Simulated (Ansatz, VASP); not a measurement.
**Si in VASP and in Ansatz**

```
Si
1.0
     0.00000    2.71547    2.76978
     2.71547    0.00000    2.76978
     2.71547    2.71547    0.00000
Si
2
Direct
  0.50000 0.50000 0.50000
  0.75000 0.75000 0.75000
```

Change from the starting cell: zz strain of +2 %.

Alike in both runs: task single point; functional LDA; k mesh 11 × 11 × 11; occupations fermi-dirac, width 0.08 eV; no spin polarisation.

|  | VASP | Ansatz |
| --- | --- | --- |
| version | VASP 6.6.1 | Ansatz 0.2.0 |
| potentials or method | VASP PAW LDA potentials, release 64 (Si), cutoff 520 eV | all-electron LAPW, scalar-relativistic |

```csv
,VASP,Ansatz,Ansatz less VASP
pressure (GPa),-3.2,-3.3,-0.08
"traceless stress, the component that is largest in VASP (GPa)",-1.30,-1.30,-0.001
```

LDA's correlation is that of Perdew and Zunger in VASP and of Perdew and Wang (1992) in Ansatz. Ansatz ran all-electron here, and VASP with PAW potentials.
